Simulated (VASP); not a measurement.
Zr2HS4, 14 atoms in the cell. The cell holds a slab with vacuum, 14 atoms: a = 7.298 Å, b = 7.298 Å, c = 20.917 Å, α = 90.00°, β = 90.00°, γ = 120.00°. 

```yaml
Program: VASP 6.6.1
Task: single point
Functional: PBE
Dispersion: D3(BJ)
Potentials_or_basis: VASP PAW PBE potentials, release 64 (S, Zr_sv, H)
Cutoff: 400 eV
k_mesh: 6 × 6 × 1
Occupations: gaussian, width 0.05 eV
Spin: no spin polarisation
Dipole_correction: yes
Further_INCAR_settings: ALGO = Normal; EDIFF = 1e-06; NBANDS = 62; NELMDL = -8
```

Potentials or basis: VASP PAW PBE potentials, release 64 (S, Zr_sv, H).

The run is started by

```sh
$ cat potpaw_PBE.64/S/POTCAR potpaw_PBE.64/Zr_sv/POTCAR potpaw_PBE.64/H/POTCAR > POTCAR
$ mpirun -np 1 vasp_std > vasp.out
```

Hardware: 1 thread of AMD EPYC 9R45 96-Core Processor (Zen 5), with other jobs on the host.

Problem. How long does it take, and how much memory?

Solution. Wall time 14 min on 1 thread of AMD EPYC 9R45 96-Core Processor (Zen 5), on a shared host, peak memory 0.88 GiB. Counts: scf iterations 28, k points 13.
